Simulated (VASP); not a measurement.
# Sn3Se (Pm-3m) in VASP: notebook

The runs below take Sn3Se through single point, with PBEsol.

Everything below comes from runs of VASP 6.6.1. Logs are shortened: lines on timing, memory, paths and dates and some standing lists are left out, and cuts for length are marked.

## Step 1: The cell of the first run

Symmetry: Pm-3m, No. 221, cubic system. The conventional cell has a = 4.742 Å, b = 4.742 Å, c = 4.742 Å, α = 90.00°, β = 90.00°, γ = 90.00°. Within 4.4 Å of Sn (site symmetry 4/mmm) lie 8 Sn at 3.35 Å and 4 Se at 3.35 Å. Se (site symmetry m-3m) has 12 Sn at 3.35 Å within 4.4 Å.

## Step 2: Single point, PBEsol

INCAR

```
SYSTEM = Sn3Se
PREC = Accurate ; ENCUT = 520
EDIFF = 1E-6 ; ISMEAR = -1
SIGMA = 0.05 ; LREAL = .False.
LASPH = .True. ; NELM = 100
ALGO = Normal ; ISIF = 2
LWAVE = .False. ; LCHARG = .False.
GGA = PS ; NBANDS = 32
```

KPOINTS

```
Automatic mesh
0
Gamma
  4 4 4
  0 0 0
```

POSCAR

```
Sn3Se
1.0
    4.7418790000      0.0000000000      0.0000000000
    0.0000000000      4.7418790000      0.0000000000
    0.0000000000      0.0000000000      4.7418790000
Sn Se
3 1
Direct
    0.5000000000      0.5000000000      0.0000000000
    0.5000000000      0.0000000000      0.5000000000
    0.0000000000      0.5000000000      0.5000000000
    0.0000000000      0.0000000000      0.0000000000
```

Potentials or basis: VASP PAW PBE potentials, release 64 (Sn_d, Se).

Launch:

```console
$ cat potpaw_PBE.64/Sn_d/POTCAR potpaw_PBE.64/Se/POTCAR > POTCAR
$ mpirun -np 1 vasp_std > vasp.out
```

OUTCAR:

```text
SYSTEM = Sn3Se
   PREC = Accurate
   ENCUT = 520
   EDIFF = 1E-6
   ISMEAR = -1
   LREAL = .False.
   LASPH = .True.
   NELM = 100
   ISIF = 2
   GGA = PS

 ion  position               nearest neighbor table
   1  0.500  0.500  0.000-   2 3.35   3 3.35   2 3.35   3 3.35   2 3.35   2 3.35   3 3.35   3 3.35

   2  0.500  0.000  0.500-   1 3.35   3 3.35   1 3.35   1 3.35   3 3.35   1 3.35   3 3.35   3 3.35

   3  0.000  0.500  0.500-   1 3.35   2 3.35   1 3.35   2 3.35   1 3.35   2 3.35   1 3.35   2 3.35

   4  0.000  0.000  0.000-

  LATTYP: Found a simple cubic cell.
 ALAT       =     4.7418790000

  Lattice vectors:

 A1 = (   4.7418790000,   0.0000000000,   0.0000000000)
 A2 = (   0.0000000000,   4.7418790000,   0.0000000000)
 A3 = (   0.0000000000,   0.0000000000,   4.7418790000)

Analysis of symmetry for initial positions (statically):
=====================================================================
 Subroutine PRICEL returns:
 Original cell was already a primitive cell.

 Routine SETGRP: Setting up the symmetry group for a
 simple cubic supercell.

 Subroutine GETGRP returns: Found 48 space group operations
 (whereof 48 operations were pure point group operations)
 out of a pool of 48 trial point group operations.

The static configuration has the point symmetry O_h .

Analysis of symmetry for dynamics (positions and initial velocities):
=====================================================================
 Subroutine PRICEL returns:
 Original cell was already a primitive cell.

 Routine SETGRP: Setting up the symmetry group for a
 simple cubic supercell.

 Subroutine GETGRP returns: Found 48 space group operations
 (whereof 48 operations were pure point group operations)
 out of a pool of 48 trial point group operations.

The dynamic configuration has the point symmetry O_h .

 Subroutine INISYM returns: Found 48 space group operations
 (whereof 48 operations are pure point group operations),
 and found     1 'primitive' translations

----------------------------------------------------------------------------------------

                                     Primitive cell

  volume of cell :     106.6231

  direct lattice vectors                    reciprocal lattice vectors
     4.741879000  0.000000000  0.000000000     0.210886866  0.000000000  0.000000000
     0.000000000  4.741879000  0.000000000     0.000000000  0.210886866  0.000000000
     0.000000000  0.000000000  4.741879000     0.000000000  0.000000000  0.210886866

  length of vectors
     4.741879000  4.741879000  4.741879000     0.210886866  0.210886866  0.210886866

  position of ions in fractional coordinates (direct lattice)
     0.500000000  0.500000000  0.000000000
     0.500000000  0.000000000  0.500000000
     0.000000000  0.500000000  0.500000000
     0.000000000  0.000000000  0.000000000

  ion indices of the primitive-cell ions
   primitive index   ion index
                 1           1
                 2           2
                 3           3
                 4           4

----------------------------------------------------------------------------------------

 KPOINTS: Automatic mesh

Automatic generation of k-mesh.
 Grid dimensions read from file:
 generate k-points for:    4    4    4

 Generating k-lattice:

  Cartesian coordinates                     Fractional coordinates (reciprocal lattice)
     0.052721716  0.000000000  0.000000000     0.250000000  0.000000000  0.000000000
     0.000000000  0.052721716  0.000000000     0.000000000  0.250000000  0.000000000
     0.000000000  0.000000000  0.052721716     0.000000000  0.000000000  0.250000000

  Length of vectors
     0.052721716  0.052721716  0.052721716

  Shift w.r.t. Gamma in fractional coordinates (k-lattice)
     0.000000000  0.000000000  0.000000000

 Subroutine IBZKPT returns following result:
 ===========================================

 Found     10 irreducible k-points:

 Following reciprocal coordinates:
            Coordinates               Weight
  0.000000  0.000000  0.000000      1.000000
  0.250000  0.000000  0.000000      6.000000
  0.500000  0.000000  0.000000      3.000000
  0.250000  0.250000  0.000000     12.000000
  0.500000  0.250000  0.000000     12.000000
  0.500000  0.500000  0.000000      3.000000
  0.250000  0.250000  0.250000      8.000000
  0.500000  0.250000  0.250000     12.000000
  0.500000  0.500000  0.250000      6.000000
  0.500000  0.500000  0.500000      1.000000
   k-points           NKPTS =     10   k-points in BZ     NKDIM =     10   number of bands    NBANDS=     32
   number of dos      NEDOS =    301   number of ions     NIONS =      4
   total plane-waves  NPLWV =  46656
   dimension x,y,z NGX =    36 NGY =   36 NGZ =   36
   dimension x,y,z NGXF=    72 NGYF=   72 NGZF=   72
   ions per type =               3   1
   NGX,Y,Z   is equivalent  to a cutoff of  12.62, 12.62, 12.62 a.u.
   NGXF,Y,Z  is equivalent  to a cutoff of  25.24, 25.24, 25.24 a.u.
 SYSTEM =  Sn3Se
   PREC   = accura    normal or accurate (medium, high low for compatibility)
   ISTART =      0    job   : 0-new  1-cont  2-samecut
   ICHARG =      2    charge: 1-file 2-atom 10-const
   ISPIN  =      1    spin polarized calculation?
   LNONCOLLINEAR =      F non collinear calculations
   LSORBIT =      F    spin-orbit coupling
   LASPH  =      T    aspherical Exc in radial PAW
   ENCUT  =  520.0 eV  38.22 Ry    6.18 a.u.   8.82  8.82  8.82*2*pi/ulx,y,z
   NELM   =    100;   NELMIN=  2; NELMDL= -5     # of ELM steps
   EDIFF  = 0.1E-05   stopping-criterion for ELM
   LREAL  =      F    real-space projection
   EDIFFG = 0.1E-04   stopping-criterion for IOM
   NSW    =      0    number of steps for IOM
   IBRION =     -1    ionic relax: 0-MD 1-quasi-New 2-CG
   NFREE  =      0    steps in history (QN), initial steepest desc. (CG)
   ISIF   =      2    stress and relaxation
   ISYM   =      2    0-nonsym 1-usesym 2-fastsym
   POTIM  = 0.5000    time-step for ionic-motion
   TEBEG  =    0.0;   TEEND  =   0.0 temperature during run
   PSTRESS=    0.0 pullay stress
   NELECT =      48.0000    total number of electrons
   NUPDOWN=      -1.0000    fix difference up-down
   EMIN   =  10.00;   EMAX   =-10.00  energy-range for DOS
   EFERMI =   0.00;   METHOD = LEGACY
   ISMEAR =    -1;   SIGMA  =   0.05  broadening in eV -4-tet -1-fermi 0-gaus
   EFERMI_NEDOS =   21; number of points for ismear=-14 and -15
   IALGO  =     38    algorithm
   IMIX   =      4    mixing-type and parameters
     AMIX     =   0.40;   BMIX     =  1.00
     AMIX_MAG =   1.60;   BMIX_MAG =  1.00
  volume/ion in A,a.u.               =      26.66       179.88
  Fermi-wavevector in a.u.,A,eV,Ry     =   1.254695  2.371029 21.419096  1.574259
  Thomas-Fermi vector in A             =   2.388487
   LORBIT       =      0    0 simple, 1 ext, 2 COOP (PROOUT), +10 PAW based schemes
   GGA     = PS    functional components
   LHFCALC =     F    Hartree Fock is set to
   AEXX    =    0.0000 exact exchange contribution
   IVDW    =     0    specifies the selected vdW correction
   LEPSILON=     F    determine dielectric tensor
   LRPA    =     F    only Hartree local field effects (RPA)
 non-spin polarized calculation
  energy-cutoff  :      520.00
  volume of cell :      106.62
 maximum number of plane-waves:      2897
 NGX is ok and might be reduce to    36
   NGX = 17   NGY = 17   NGZ = 17

 number of electron      47.9999994 magnetization

 Free energy of the ion-electron system (eV)
  ---------------------------------------------------
  ext. energy  EPLUGINS =         0.00000000
  ---------------------------------------------------
  free energy    TOTEN  =       -16.58122941 eV

  energy without entropy =      -16.55821138  energy(sigma->0) =      -16.56972039

 E-fermi :   7.0591     XC(G=0): -10.3158

 val. band max:        7.0527463495   @ k =   0.0000   0.0000   0.0000
 cond. band min:       7.0691016009   @ k =   0.5000   0.2500   0.0000
 fundamental gap:      0.0163552514
 Fermi energy:         7.0590928335

 k-point     1 :       0.0000    0.0000    0.0000
  band No.  band energies     occupation
      1     -14.6152      2.00000
      2     -14.6152      2.00000
      3     -14.6152      2.00000
      4     -14.5896      2.00000
      5     -14.5896      2.00000
      6     -14.5632      2.00000
[... 24 lines left out ...]
     31      12.4898      0.00000
     32      12.7459      0.00000

 k-point     2 :       0.2500    0.0000    0.0000
  band No.  band energies     occupation
      1     -14.6094      2.00000
      2     -14.5877      2.00000
      3     -14.5852      2.00000
      4     -14.5852      2.00000
      5     -14.5721      2.00000
      6     -14.5428      2.00000
[... 24 lines left out ...]
     31      12.2363      0.00000
     32      12.5133      0.00000

 k-point     3 :       0.5000    0.0000    0.0000
  band No.  band energies     occupation
      1     -14.6026      2.00000
      2     -14.5858      2.00000
      3     -14.5449      2.00000
      4     -14.5436      2.00000
      5     -14.5436      2.00000
      6     -14.5310      2.00000
[... 24 lines left out ...]
     31      11.0679      0.00000
     32      13.8421      0.00000

 k-point     4 :       0.2500    0.2500    0.0000
  band No.  band energies     occupation
      1     -14.5899      2.00000
      2     -14.5874      2.00000
      3     -14.5787      2.00000
      4     -14.5708      2.00000
      5     -14.5487      2.00000
      6     -14.5371      2.00000
[... 164 lines left out ...]
     31      11.8439      0.00000
     32      14.8964      0.00000

 k-point     9 :       0.5000    0.5000    0.2500
  band No.  band energies     occupation
      1     -14.5851      2.00000
      2     -14.5810      2.00000
      3     -14.5810      2.00000
      4     -14.5658      2.00000
      5     -14.5351      2.00000
      6     -14.5310      2.00000
[... 24 lines left out ...]
     31      12.8205      0.00000
     32      14.8385      0.00000

 k-point    10 :       0.5000    0.5000    0.5000
  band No.  band energies     occupation
      1     -14.5991      2.00000
      2     -14.5850      2.00000
      3     -14.5850      2.00000
      4     -14.5850      2.00000
      5     -14.5463      2.00000
      6     -14.5463      2.00000
[... 24 lines left out ...]
     31      13.1717      0.00000
     32      13.9979      0.00000

------------------------ aborting loop because EDIFF is reached ----------------------------------------

  FORCE on cell =-STRESS in cart. coord.  units (eV):
  Direction    XX          YY          ZZ          XY          YZ          ZX
  --------------------------------------------------------------------------------------
  -------------------------------------------------------------------------------------
  Total       -1.8194607     -1.8194607     -1.8194607     -0.0000000      0.0000000     -0.0000000
  in kB      -27.3402104    -27.3402104    -27.3402104     -0.0000000      0.0000000     -0.0000000
  external PRESSURE =     -27.3402104 kB  Pullay stress =       0.0000000 kB

 VOLUME and BASIS-vectors are now :
 -----------------------------------------------------------------------------
  energy-cutoff  :      520.00
  volume of cell :      106.62
      direct lattice vectors                 reciprocal lattice vectors
     4.741879000  0.000000000  0.000000000     0.210886866  0.000000000  0.000000000
     0.000000000  4.741879000  0.000000000     0.000000000  0.210886866  0.000000000
     0.000000000  0.000000000  4.741879000     0.000000000  0.000000000  0.210886866

 POSITION                                       TOTAL-FORCE (eV/Angst)
 -----------------------------------------------------------------------------------
      2.37094      2.37094      0.00000         0.000000      0.000000      0.000000
      2.37094      0.00000      2.37094         0.000000      0.000000      0.000000
      0.00000      2.37094      2.37094         0.000000      0.000000      0.000000
      0.00000      0.00000      0.00000         0.000000      0.000000      0.000000
 -----------------------------------------------------------------------------------
    total drift:                                0.000000      0.000000      0.000000

  FREE ENERGIE OF THE ION-ELECTRON SYSTEM (eV)
  ---------------------------------------------------
  free  energy   TOTEN  =       -16.5812294107 eV

  energy  without entropy=      -16.5582113756  energy(sigma->0) =      -16.56972039
```

It took 41 s on 1 thread of Intel Xeon 8259CL, shared host; peak memory 0.21 GiB.

Results:

| Property | Result |
| --- | --- |
| Free energy | -16.5812 eV |
| Pressure | -2.7 GPa |
| Band gap on the k mesh | zero (bands 24 and 25 overlap by 2.42 eV) |

Caveat: the PAW data sets were made with another functional, which shifts forces and pressure a little; spin-orbit coupling is left out, which moves the levels of the heavy elements.

## Step 3: Single point, PBEsol, non-collinear spin, zero start, spin-orbit coupling

INCAR

```
SYSTEM = Sn3Se
PREC = Accurate ; ENCUT = 520
EDIFF = 1E-6 ; ISMEAR = -1
SIGMA = 0.05 ; LREAL = .FALSE.
LASPH = .TRUE. ; NELM = 150
ALGO = Normal ; ISIF = 2
LWAVE = .FALSE. ; LCHARG = .FALSE.
MAGMOM = 0 0 0 0 0 0 0 0 0 0 0 0 ; LORBIT = 11
LSORBIT = .TRUE. ; GGA_COMPAT = .FALSE.
LORBMOM = .TRUE. ; GGA = PS
NBANDS = 62
```

KPOINTS

```
Automatic mesh
0
G
  4 4 4
  0 0 0
```

POSCAR is that of step 2.

Potentials or basis: VASP PAW PBE potentials, release 64 (Sn_d, Se).

Launch:

```console
$ cat potpaw_PBE.64/Sn_d/POTCAR potpaw_PBE.64/Se/POTCAR > POTCAR
$ mpirun -np 1 vasp_ncl > vasp.out
```

Run time: 3.8 min. Hardware: 1 thread of Intel Xeon 8259CL, shared host; peak memory 0.42 GiB.

It converged, with:

```
Free energy                                           : -16.7640 eV
Pressure                                              : -2.7 GPa
Net moment                                            : 0.00 μB per cell
Valence electrons inside the program's atomic spheres : Sn 12.09; Se 3.71
```

Moments on the atoms (μB; x, y, z):
```
Sn  0.00 0.00 0.00
Sn  0.00 0.00 0.00
Sn  0.00 0.00 0.00
Se  0.00 0.00 0.00
```

Caveat: the PAW data sets were made with another functional, which shifts forces and pressure a little.
